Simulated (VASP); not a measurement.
# Tm3BF (Ama2) in VASP: relaxation of cell and atoms with PBE

Aim: the relaxation of cell and atoms of Tm3BF with PBE.

Everything below comes from runs of VASP 6.6.1. Logs are shortened: lines on timing, memory, paths and dates and some standing lists are left out, and cuts for length are marked.

### Step 1. The cell of the first run

Symmetry: Ama2, No. 40, orthorhombic system. Conventional cell: a = 9.905 Å, b = 7.049 Å, c = 7.047 Å, α = 90.00°, β = 90.00°, γ = 90.00°. Tm (site symmetry 1) has 1 F at 2.36 Å and 2 B at 2.48 to 2.50 Å within 3.1 Å. Tm (site symmetry m) has 2 F at 2.40 to 2.58 Å and 2 B at 2.48 Å within 3.2 Å. B (site symmetry 2) has 6 Tm at 2.48 to 2.50 Å within 3.3 Å. Within 3.1 Å of F (site symmetry m) lie 4 Tm at 2.36 to 2.58 Å.

### Step 2. Relaxation of cell and atoms, PBE

The input, INCAR:

```
PREC     = Accurate       # precision mode
ENCUT    = 600            # plane-wave cutoff, eV
EDIFF    = 1E-7           # SCF threshold, eV
ISMEAR   = 0              # smearing method
SIGMA    = 0.1            # smearing width, eV
LREAL    = False          # projectors in reciprocal space
LASPH    = True           # aspherical terms in the spheres
NELM     = 200            # most SCF steps
ALGO     = Normal         # electronic algorithm
ISIF     = 3              # what is computed and relaxed
LWAVE    = False          # write WAVECAR
LCHARG   = False          # write CHGCAR
GGA      = PE             # functional
IBRION   = 2              # ionic algorithm
NSW      = 100            # ionic steps
EDIFFG   = -0.01          # ionic threshold
GGA_COMPAT= False        
NELMIN   = 4            
LMAXMIX  = 6              # l up to which the mixer works
KPAR     = 4
```

The input, KPOINTS:

```
regular mesh
0
Gamma
  4 8 8
```

The input, POSCAR:

```
Tm3BF
1.0
    9.9047003821      0.0000000000      0.0000000000
    0.0000000000      3.5244934981      3.5236807470
    0.0000000000     -3.5244934981      3.5236807470
Tm B F
6 2 2
Direct
    0.4881413069      0.5503812354      0.0485758118
    0.0118586931      0.5503812354      0.0485758118
    0.5118586931      0.0485758118      0.5503812354
    0.9881413069      0.0485758118      0.5503812354
    0.7500000000      0.5430413287      0.5479974590
    0.2500000000      0.5479974590      0.5430413287
    0.5000000000      0.5505739235      0.5505739235
    0.0000000000      0.5505739235      0.5505739235
    0.2500000000      0.5482735332      0.0613222617
    0.7500000000      0.0613222617      0.5482735332
```

Potentials or basis: VASP PAW PBE potentials, release 64 (Tm_3, B, F), 4f in core.

Command:

```console
> cat potpaw_PBE.64/Tm_3/POTCAR potpaw_PBE.64/B/POTCAR potpaw_PBE.64/F/POTCAR > POTCAR
> mpirun -np 4 vasp_std > vasp.out
```

OUTCAR:

```text
PREC = Accurate
   ENCUT = 600
   EDIFF = 1E-7
   ISMEAR = 0
   LREAL = False
   LASPH = True
   NELM = 200
   ISIF = 3
   GGA = PE
   IBRION = 2
   NSW = 100
   EDIFFG = -0.01
   NELMIN = 4

 ion  position               nearest neighbor table
   1  0.488  0.550  0.049-   9 2.36   7 2.48   7 2.50   6 3.41   6 3.45   3 3.52   3 3.53   3 3.53
                             3 3.55   5 3.59   5 3.60
   2  0.012  0.550  0.049-   9 2.36   8 2.48   8 2.50   6 3.41   6 3.45   4 3.52   4 3.53   4 3.53
                             4 3.55   5 3.59   5 3.60
   3  0.512  0.049  0.550-  10 2.36   7 2.48   7 2.50   5 3.41   5 3.45   1 3.52   1 3.53   1 3.53
                             1 3.55   6 3.59   6 3.60
   4  0.988  0.049  0.550-  10 2.36   8 2.48   8 2.50   5 3.41   5 3.45   2 3.52   2 3.53   2 3.53
                             2 3.55   6 3.59   6 3.60
   5  0.750  0.543  0.548-  10 2.40   8 2.48   7 2.48  10 2.58   4 3.41   3 3.41   3 3.45   4 3.45
                             2 3.59   1 3.59   2 3.60   1 3.60
   6  0.250  0.548  0.543-   9 2.40   8 2.48   7 2.48   9 2.58   2 3.41   1 3.41   1 3.45   2 3.45
                             4 3.59   3 3.59   3 3.60   4 3.60
   7  0.500  0.551  0.551-   5 2.48   6 2.48   1 2.48   3 2.48   1 2.50   3 2.50
   8  0.000  0.551  0.551-   5 2.48   6 2.48   2 2.48   4 2.48   2 2.50   4 2.50
   9  0.250  0.548  0.061-   1 2.36   2 2.36   6 2.40   6 2.58
  10  0.750  0.061  0.548-   3 2.36   4 2.36   5 2.40   5 2.58

  LATTYP: Found a base centered orthorhombic cell.
 ALAT       =     7.0473614940
 B/A-ratio  =     1.0002306540
 C/A-ratio  =     1.4054480376

  Lattice vectors:

 A1 = (   0.0000000000,   3.5244934981,   3.5236807470)
 A2 = (   0.0000000000,  -3.5244934981,   3.5236807470)
 A3 = (   9.9047003821,   0.0000000000,   0.0000000000)

Analysis of symmetry for initial positions (statically):
=====================================================================
 Subroutine PRICEL returns:
 Original cell was already a primitive cell.

 Routine SETGRP: Setting up the symmetry group for a
 base centered orthorhombic supercell.

 Subroutine GETGRP returns: Found  4 space group operations
 (whereof  2 operations were pure point group operations)
 out of a pool of  8 trial point group operations.

The static configuration has the point symmetry C_2 .
 The point group associated with its full space group is C_2v.

Analysis of symmetry for dynamics (positions and initial velocities):
=====================================================================
 Subroutine PRICEL returns:
 Original cell was already a primitive cell.

 Routine SETGRP: Setting up the symmetry group for a
 base centered orthorhombic supercell.

 Subroutine GETGRP returns: Found  4 space group operations
 (whereof  2 operations were pure point group operations)
 out of a pool of  8 trial point group operations.

The dynamic configuration has the point symmetry C_2 .
 The point group associated with its full space group is C_2v.

 Subroutine INISYM returns: Found  4 space group operations
 (whereof  2 operations are pure point group operations),
 and found     1 'primitive' translations

----------------------------------------------------------------------------------------

                                     Primitive cell

  volume of cell :     246.0167

  direct lattice vectors                    reciprocal lattice vectors
     9.904700382  0.000000000  0.000000000     0.100962166  0.000000000  0.000000000
     0.000000000  3.524493498  3.523680747     0.000000000  0.141864356  0.141897077
     0.000000000 -3.524493498  3.523680747     0.000000000 -0.141864356  0.141897077

  length of vectors
     9.904700382  4.983811837  4.983811837     0.100962166  0.200649635  0.200649635

  position of ions in fractional coordinates (direct lattice)
     0.488141307  0.550381235  0.048575812
     0.011858693  0.550381235  0.048575812
     0.511858693  0.048575812  0.550381235
     0.988141307  0.048575812  0.550381235
     0.750000000  0.543041329  0.547997459
     0.250000000  0.547997459  0.543041329
     0.500000000  0.550573923  0.550573923
     0.000000000  0.550573923  0.550573923
     0.250000000  0.548273533  0.061322262
     0.750000000  0.061322262  0.548273533

  ion indices of the primitive-cell ions
   primitive index   ion index
                 1           1
                 2           2
                 3           3
                 4           4
                 5           5
                 6           6
                 7           7
                 8           8
                 9           9
                10          10

----------------------------------------------------------------------------------------

 KPOINTS: regular mesh

Automatic generation of k-mesh.
 Grid dimensions read from file:
 generate k-points for:    4    8    8

 Generating k-lattice:

  Cartesian coordinates                     Fractional coordinates (reciprocal lattice)
     0.025240541  0.000000000  0.000000000     0.250000000  0.000000000  0.000000000
     0.000000000  0.017733044  0.017737135     0.000000000  0.125000000  0.000000000
     0.000000000 -0.017733044  0.017737135     0.000000000  0.000000000  0.125000000

  Length of vectors
     0.025240541  0.025081204  0.025081204

  Shift w.r.t. Gamma in fractional coordinates (k-lattice)
     0.000000000  0.000000000  0.000000000

 Subroutine IBZKPT returns following result:
 ===========================================

 Found     63 irreducible k-points:

 Following reciprocal coordinates:
            Coordinates               Weight
  0.000000  0.000000  0.000000      1.000000
  0.250000  0.000000  0.000000      2.000000
  0.500000  0.000000  0.000000      1.000000
  0.000000  0.125000  0.000000      4.000000
  0.250000  0.125000  0.000000      8.000000
  0.500000  0.125000  0.000000      4.000000
[... 16 lines left out ...]
  0.250000  0.375000  0.125000      8.000000
  0.500000  0.375000  0.125000      4.000000
 [... further k-points ...]
   k-points           NKPTS =     63   k-points in BZ     NKDIM =     63   number of bands    NBANDS=     44
   number of dos      NEDOS =    301   number of ions     NIONS =     10
   total plane-waves  NPLWV = 128000
   dimension x,y,z NGX =    80 NGY =   40 NGZ =   40
   dimension x,y,z NGXF=   160 NGYF=   80 NGZF=   80
   ions per type =               6   2   2
   NGX,Y,Z   is equivalent  to a cutoff of  13.43, 13.34, 13.34 a.u.
   NGXF,Y,Z  is equivalent  to a cutoff of  26.86, 26.69, 26.69 a.u.
 SYSTEM =  unknown system
   PREC   = accura    normal or accurate (medium, high low for compatibility)
   ISTART =      0    job   : 0-new  1-cont  2-samecut
   ICHARG =      2    charge: 1-file 2-atom 10-const
   ISPIN  =      1    spin polarized calculation?
   LNONCOLLINEAR =      F non collinear calculations
   LSORBIT =      F    spin-orbit coupling
   LASPH  =      T    aspherical Exc in radial PAW
   ENCUT  =  600.0 eV  44.10 Ry    6.64 a.u.  19.78  9.95  9.95*2*pi/ulx,y,z
   NELM   =    200;   NELMIN=  4; NELMDL= -5     # of ELM steps
   EDIFF  = 0.1E-06   stopping-criterion for ELM
   LREAL  =      F    real-space projection
   EDIFFG = -.1E-01   stopping-criterion for IOM
   NSW    =    100    number of steps for IOM
   IBRION =      2    ionic relax: 0-MD 1-quasi-New 2-CG
   NFREE  =      1    steps in history (QN), initial steepest desc. (CG)
   ISIF   =      3    stress and relaxation
   ISYM   =      2    0-nonsym 1-usesym 2-fastsym
   POTIM  = 0.5000    time-step for ionic-motion
   TEBEG  =    0.0;   TEEND  =   0.0 temperature during run
   PSTRESS=    0.0 pullay stress
   NELECT =      74.0000    total number of electrons
   NUPDOWN=      -1.0000    fix difference up-down
   EMIN   =  10.00;   EMAX   =-10.00  energy-range for DOS
   EFERMI =   0.00;   METHOD = LEGACY
   ISMEAR =     0;   SIGMA  =   0.10  broadening in eV -4-tet -1-fermi 0-gaus
   EFERMI_NEDOS =   21; number of points for ismear=-14 and -15
   IALGO  =     38    algorithm
   IMIX   =      4    mixing-type and parameters
     AMIX     =   0.40;   BMIX     =  1.00
     AMIX_MAG =   1.60;   BMIX_MAG =  1.00
  volume/ion in A,a.u.               =      24.60       166.02
  Fermi-wavevector in a.u.,A,eV,Ry     =   1.096892  2.072825 16.370150  1.203172
  Thomas-Fermi vector in A             =   2.233242
   LORBIT       =      0    0 simple, 1 ext, 2 COOP (PROOUT), +10 PAW based schemes
   GGA     = PE    functional components
   LHFCALC =     F    Hartree Fock is set to
   AEXX    =    0.0000 exact exchange contribution
   IVDW    =     0    specifies the selected vdW correction
   LEPSILON=     F    determine dielectric tensor
   LRPA    =     F    only Hartree local field effects (RPA)
 conjugate gradient relaxation of ions
 non-spin polarized calculation
 Gauss-broadening in eV      SIGMA  =   0.10
  energy-cutoff  :      600.00
  volume of cell :      246.02
 maximum number of plane-waves:      8244
 NGX is ok and might be reduce to    80
   NGX = 39   NGY = 19   NGZ = 19

--------------------------------------- Ionic step        1  -------------------------------------------

 number of electron      74.0000002 magnetization

 Free energy of the ion-electron system (eV)
  ---------------------------------------------------
  ext. energy  EPLUGINS =         0.00000000
  ---------------------------------------------------
  free energy    TOTEN  =       -52.31652450 eV

  energy without entropy =      -52.27491667  energy(sigma->0) =      -52.29572059

------------------------ aborting loop because EDIFF is reached ----------------------------------------

  FORCE on cell =-STRESS in cart. coord.  units (eV):
  Direction    XX          YY          ZZ          XY          YZ          ZX
  --------------------------------------------------------------------------------------
  -------------------------------------------------------------------------------------
  Total        1.3742541      0.5851057      0.5883854      0.0000000      0.0000000      0.0000000
  in kB        8.9497938      3.8104852      3.8318444      0.0000000      0.0000000      0.0000000
  external PRESSURE =       5.5307078 kB  Pullay stress =       0.0000000 kB
[... 113 lines left out ...]
  FREE ENERGIE OF THE ION-ELECTRON SYSTEM (eV)
  ---------------------------------------------------
  free  energy   TOTEN  =       -52.3211191083 eV

  energy  without entropy=      -52.2786806093  energy(sigma->0) =      -52.29989986

[... ionic steps 4 to 13 ...]

--------------------------------------- Ionic step       14  -------------------------------------------

 number of electron      74.0000003 magnetization

------------------------ aborting loop because EDIFF is reached ----------------------------------------

  FORCE on cell =-STRESS in cart. coord.  units (eV):
  Direction    XX          YY          ZZ          XY          YZ          ZX
  --------------------------------------------------------------------------------------
  -------------------------------------------------------------------------------------
  Total       -0.1818598     -0.0413608     -0.0288380      0.0000000      0.0000000      0.0000000
  in kB       -1.1743506     -0.2670855     -0.1862199      0.0000000      0.0000000      0.0000000
  external PRESSURE =      -0.5425520 kB  Pullay stress =       0.0000000 kB
[... 73 lines left out ...]
  energy  without entropy=      -52.2815030121  energy(sigma->0) =      -52.30260805

--------------------------------------- Ionic step       16  -------------------------------------------

 number of electron      74.0000003 magnetization

 Free energy of the ion-electron system (eV)
  ---------------------------------------------------
  ext. energy  EPLUGINS =         0.00000000
  ---------------------------------------------------
  free energy    TOTEN  =       -52.32381397 eV

  energy without entropy =      -52.28148747  energy(sigma->0) =      -52.30265072

 E-fermi :   2.3914     XC(G=0):  -9.1572

 val. band max:        2.3912974524   @ k =   0.2500   0.2500   0.0000
 cond. band min:       2.3926617239   @ k =   0.5000   0.2500   0.1250
 fundamental gap:      0.0013642714
 Fermi energy:         2.3914366180

 k-point     1 :       0.0000    0.0000    0.0000
  band No.  band energies     occupation
      1     -24.2130      2.00000
      2     -24.1807      2.00000
      3     -23.6177      2.00000
      4     -23.6177      2.00000
      5     -23.5154      2.00000
      6     -23.4328      2.00000
[... 1117 lines left out ...]
     43       3.6598      0.00000
     44       3.8255      0.00000

 [... further k-points ...]

------------------------ aborting loop because EDIFF is reached ----------------------------------------

  FORCE on cell =-STRESS in cart. coord.  units (eV):
  Direction    XX          YY          ZZ          XY          YZ          ZX
  --------------------------------------------------------------------------------------
  -------------------------------------------------------------------------------------
  Total        0.0124766      0.0442796      0.0428724      0.0000000      0.0000000      0.0000000
  in kB        0.0806572      0.2862531      0.2771557      0.0000000      0.0000000      0.0000000
  external PRESSURE =       0.2146887 kB  Pullay stress =       0.0000000 kB
[... 25 lines left out ...]
  FREE ENERGIE OF THE ION-ELECTRON SYSTEM (eV)
  ---------------------------------------------------
  free  energy   TOTEN  =       -52.3238139748 eV

  energy  without entropy=      -52.2814874736  energy(sigma->0) =      -52.30265072

 reached required accuracy - stopping structural energy minimisation
```

Run time: 27 min. Hardware: 4 MPI ranks of Intel Xeon 6975P-C (Granite Rapids), shared host; peak memory 0.84 GiB.

Results:

```
Free energy                           : -52.3238 eV
Relaxed volume                        : 24.78 Å³/atom
Relaxed cell                          : a = 9.962 Å, b = 4.988 Å, c = 4.988 Å, α = 90.00°, β = 90.00°, γ = 90.00°
Space group after relaxing (to 0.1 Å) : P4_2/mmc (No. 131)
Energy gained by relaxing             : 0.7 meV/atom
Ionic steps                           : 16
Pressure after relaxing               : 0.0 GPa
Largest force after relaxing          : 0.010 eV/Å
Band gap on the k mesh                : zero (bands 37 and 38 overlap by 0.67 eV)
```

Forces on the atoms (eV/Å):
```
Tm  -0.003  0.003 -0.001
Tm   0.003  0.003 -0.001
Tm   0.003 -0.003 -0.001
Tm  -0.003 -0.003 -0.001
Tm   0.000  0.010  0.002
Tm   0.000 -0.010  0.002
B    0.000  0.000  0.000
B    0.000  0.000  0.000
F    0.000 -0.002  0.001
F    0.000  0.002  0.001
```

Step by step:
| step | energy change (eV) | largest force (eV/Å) | pressure (GPa) | volume (Å³) |
| --- | --- | --- | --- | --- |
| 1 | 0.0000 | 0.0487 | 0.55 | 246.02 |
| 2 | -0.0040 | 0.0358 | -0.23 | 249.05 |
| 3 | -0.0046 | 0.0353 | -0.02 | 248.22 |
| 4 | -0.0049 | 0.0340 | -0.01 | 248.19 |
| 5 | -0.0054 | 0.0305 | 0.01 | 248.08 |
| 6 | -0.0056 | 0.0227 | 0.05 | 247.87 |
| 7 | -0.0057 | 0.0258 | 0.03 | 247.95 |
| 8 | -0.0059 | 0.0229 | 0.02 | 248.03 |
| 9 | -0.0061 | 0.0198 | 0.00 | 248.16 |
| 10 | -0.0060 | 0.0373 | -0.05 | 248.42 |
| 11 | -0.0062 | 0.0252 | -0.01 | 248.25 |
| 12 | -0.0064 | 0.0217 | -0.02 | 248.23 |
| 13 | -0.0068 | 0.0129 | -0.04 | 248.19 |
| 14 | -0.0072 | 0.0113 | -0.05 | 248.11 |
| 15 | -0.0072 | 0.0082 | 0.09 | 247.54 |
| 16 | -0.0073 | 0.0097 | 0.02 | 247.84 |

Final structure:
```cif
data_structure
_symmetry_space_group_name_H-M 'P 1'
_symmetry_Int_Tables_number 1
_cell_length_a 9.9623
_cell_length_b 4.9877
_cell_length_c 4.9877
_cell_angle_alpha 90.002
_cell_angle_beta 90.000
_cell_angle_gamma 90.000
_cell_volume 247.84
loop_
_atom_site_label
_atom_site_type_symbol
_atom_site_fract_x
_atom_site_fract_y
_atom_site_fract_z
_atom_site_occupancy
Tm1 Tm 0.48754 0.54969 0.04981 1
Tm2 Tm 0.01246 0.54969 0.04981 1
Tm3 Tm 0.51246 0.04981 0.54969 1
Tm4 Tm 0.98754 0.04981 0.54969 1
Tm5 Tm 0.75000 0.54892 0.55093 1
Tm6 Tm 0.25000 0.55093 0.54892 1
B1 B 0.50000 0.55007 0.55007 1
B2 B 0.00000 0.55007 0.55007 1
F1 F 0.25000 0.55031 0.05039 1
F2 F 0.75000 0.05039 0.55031 1
```

Caveat: spin-orbit coupling is left out, which moves the levels of the heavy elements; the 4f electrons are frozen in the core, so they carry no moment and show no levels; the run has no spin polarisation, though such a crystal can be magnetic.
